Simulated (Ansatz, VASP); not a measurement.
**Two plane-wave programs on Mg2BeS3**

```
Mg Be S
1.0
     3.31100    1.91160    3.03517
    -3.31100    1.91160    3.03517
     0.00000   -3.82321    3.03517
Mg Be S
2 1 3
Direct
  0.67547 0.67547 0.67547
  0.32453 0.32453 0.32453
  0.00000 0.00000 0.00000
  0.00000 0.50000 0.00000
  0.50000 0.00000 0.00000
  0.00000 0.00000 0.50000
```

Change from the starting cell: species swapped into the Dy2Al3Co type (R-3m, No. 166).

Alike in both runs: functional PBE; k mesh 6 × 6 × 6; occupations gaussian, width 0.1 eV; no spin polarisation.

Ansatz relaxed the structure, and its values are those at the end. VASP's run is a single point on that final structure, the one shown.

```csv
,VASP,Ansatz
version,VASP 6.6.1,Ansatz 0.2.0
potentials or method,"VASP PAW PBE potentials, release 64 (Mg, Be, S), cutoff 600 eV","scalar-relativistic, plane waves, PAW"
valence electrons in the cell,24,40
```

|  | VASP | Ansatz | Ansatz less VASP |
| --- | --- | --- | --- |
| gap on the k mesh at the Fermi level (eV) | none | none | - |
| pressure (GPa) | -0.1 | 0.0 | +0.11 |
| rms of the force components (eV/Å) | 0.006 | 0.004 | -0.0018 |

A gap of «none» marks a metal or a gap that the smearing closes. With one functional, cell and mesh, what is left measures potentials, basis and numerics. VASP's potentials hold 24 valence electrons a cell and Ansatz's 40, so a difference there can come from the potentials and not from the codes.
